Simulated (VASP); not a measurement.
Write the native input for VASP 6.6.1 that does the following.

```
Task                               : single point
Functional                         : HSE06
Potentials or basis                : VASP PAW PBE potentials, release 64 (Si, Mg)
Cutoff                             : 520 eV
k mesh                             : 6 × 6 × 6
Occupations                        : gaussian, width 0.01 eV
Spin                               : no spin polarisation
Dipole correction                  : no
Grid for exact exchange (PRECFOCK) : Normal
Further INCAR settings             : ALGO = Normal; EDIFF = 1e-06; NBANDS = 11
Share of exact exchange            : 0.25
Screening parameter                : 0.2079 1/Å
```

Crystal: Mg2Si.

```xyz
3
Lattice="0.0000 3.1690 3.2007 3.1690 0.0000 3.2007 3.1690 3.1690 0.0000" Properties=species:S:1:pos:R:3 pbc="T T T"
Si    0.0000    0.0000    0.0000
Mg    1.5845    1.5845    1.6003
Mg    4.7534    4.7534    4.8010
```

This cell differs from its parent crystal: uniaxial z strain +1.0%.

The input as run:

POSCAR

```
Mg2Si
1.0
    0.0000000000      3.1689631855      3.2006528173
    3.1689631855      0.0000000000      3.2006528173
    3.1689631855      3.1689631855      0.0000000000
Si Mg
1 2
Direct
    0.0000000000      0.0000000000      0.0000000000
    0.2500000000      0.2500000000      0.2500000000
    0.7500000000      0.7500000000      0.7500000000
```

INCAR.step1

```
PREC = Accurate
ENCUT = 520
EDIFF = 1E-5
ISMEAR = 0
SIGMA = 0.01
LREAL = F
LASPH = T
NELM = 120
ALGO = Normal
ISIF = 2
LWAVE = T
LCHARG = F
NBANDS = 11
GGA = PE
GGA_COMPAT = F
```

INCAR.step2

```
PREC = Accurate
ENCUT = 520
EDIFF = 1E-6
ISMEAR = 0
SIGMA = 0.01
LREAL = F
LASPH = T
NELM = 120
ALGO = Normal
ISIF = 2
LWAVE = F
LCHARG = F
GGA = PE
LHFCALC = T
HFSCREEN = 0.2079
PRECFOCK = Normal
NBANDS = 11
ISTART = 1
GGA_COMPAT = F
```

KPOINTS

```
regular mesh
0
Gamma
  6 6 6
```

Potentials or basis: VASP PAW PBE potentials, release 64 (Si, Mg).

Run with:

```console
$ cat potpaw_PBE.64/Si/POTCAR potpaw_PBE.64/Mg/POTCAR > POTCAR
$ cp INCAR.step1 INCAR
$ mpirun -np 1 vasp_std > vasp.out
$ cp INCAR.step2 INCAR
$ mpirun -np 1 vasp_std > vasp.out
```

It gave:

```
Pressure               : -0.8 GPa
Band gap on the k mesh : 0.54 eV (least direct gap 2.44 eV)
```

Caveat: the cell differs from its parent crystal (uniaxial z strain +1.0%); the PAW data sets were made with another functional, which shifts forces and pressure a little.

Run time: 58 min on 1 thread of AMD EPYC 7R43 64-Core Processor (Zen 3) (shared host), peak memory 0.31 GiB.
